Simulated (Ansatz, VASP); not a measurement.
**ZnSe in VASP and in Ansatz**

```
CELL_PARAMETERS angstrom
0.00000 2.83323 2.83323
2.83323 0.00000 2.83323
2.83323 2.83323 0.00000
ATOMIC_POSITIONS crystal
Zn 0.00000 0.00000 0.00000
Se 0.25000 0.25000 0.25000
```

Alike in both runs: functional r2SCAN; k mesh 8 × 8 × 8; occupations gaussian, width 0.02 eV; no spin polarisation.

Ansatz relaxed the structure, and its values are those at the end. VASP's run is a single point on that final structure, the one shown.

|  | VASP | Ansatz |
| --- | --- | --- |
| version | VASP 6.6.1 | Ansatz 0.2.0 |
| potentials or method | VASP PAW PBE potentials, release 64 (Zn, Se), cutoff 550 eV | scalar-relativistic, plane waves, PAW |
| valence electrons in the cell | 18 | 28 |

Ansatz gave:

| Property | Result |
| --- | --- |
| gap on the k mesh at the Fermi level (eV) | 1.86 |
| least direct gap on the mesh (eV) | 1.86 |
| pressure (GPa) | 0.0 |

**Question.** Estimate VASP's values.

**Answer.** gap on the k mesh at the Fermi level (eV): 1.87; least direct gap on the mesh (eV): 1.87; pressure (GPa): 0.1.

VASP's potentials were made for PBE, not for r2SCAN. VASP's potentials hold 18 valence electrons a cell and Ansatz's 28, so a difference there can come from the potentials and not from the codes.
